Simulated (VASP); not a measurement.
Input of a VASP 6.6.1 run:

The input INCAR:

```
SYSTEM = C
PREC = Accurate ; ENCUT = 520
EDIFF = 1E-6 ; ISMEAR = 0
SIGMA = 0.02 ; LREAL = .False.
LASPH = .True. ; NELM = 80
ALGO = Normal ; ISIF = 2
LWAVE = .False. ; LCHARG = .True.
GGA = PE ; LELF = .True.
LVHAR = .True. ; NBANDS = 16
```

File KPOINTS:

```
Automatic mesh
0
Gamma
  10 10 10
  0 0 0
```

Contents of POSCAR:

```
C
1.0
   -1.2736718313      2.4699981449      2.1018602162
    1.2736718313     -2.4699981449      2.1018602162
    1.2736718313      2.4699981449     -2.1018602162
C
4
Direct
    0.2670365506      0.3541646658      0.9128718848
    0.7329634494      0.6458353342      0.0871281152
    0.0587072190      0.6458353342      0.4128718848
    0.9412927810      0.3541646658      0.5871281152
```

Potentials or basis: VASP PAW PBE potentials, release 64 (C).

Launch:

```bash
$ cat potpaw_PBE.64/C/POTCAR > POTCAR
$ mpirun -np 1 vasp_std > vasp.out
```

Question: Estimate the pressure.

Answer: 0.5 GPa.

Question: Predict the band gap on the k mesh.

Answer: 2.71 eV (least direct gap 3.95 eV).

Question: Predict the largest force.

Answer: 0.019 eV/Å.

Stress tensor (GPa, compression positive):
```
0.57 0.00 0.00
0.00 0.50 0.00
0.00 0.00 0.46
```

A k mesh can miss the band edges.
